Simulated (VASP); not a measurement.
W, 1 atom in the cell. Symmetry: Pm-3m, No. 221, cubic system. Conventional cell: a = 2.640 Å, b = 2.640 Å, c = 2.640 Å, α = 90.00°, β = 90.00°, γ = 90.00°. W (site symmetry m-3m) has 6 W at 2.64 Å within 3.5 Å. 

- Program: VASP 6.6.1
- Task: single point
- Functional: PBE
- Potentials or basis: VASP PAW PBE potentials, release 64 (W_sv)
- Cutoff: 520 eV
- k mesh: 9 × 9 × 9
- Occupations: fermi-dirac, width 0.1 eV
- Spin: no spin polarisation
- Dipole correction: no
- Further INCAR settings: ALGO = Normal; EDIFF = 1e-06; NBANDS = 13

Potentials or basis: VASP PAW PBE potentials, release 64 (W_sv).

Run with:

```sh
$ cat potpaw_PBE.64/W_sv/POTCAR > POTCAR
$ mpirun -np 1 vasp_std > vasp.out
```

Hardware: 1 thread of Intel(R) Xeon(R) 6975P-C (Granite Rapids) (shared host).

Question: Estimate the wall time of this run.

Answer: Run time: 2.8 s on 1 thread of Intel(R) Xeon(R) 6975P-C (Granite Rapids), with other jobs on the host, peak memory 0.12 GiB. Counts: scf iterations 11, k points 35.
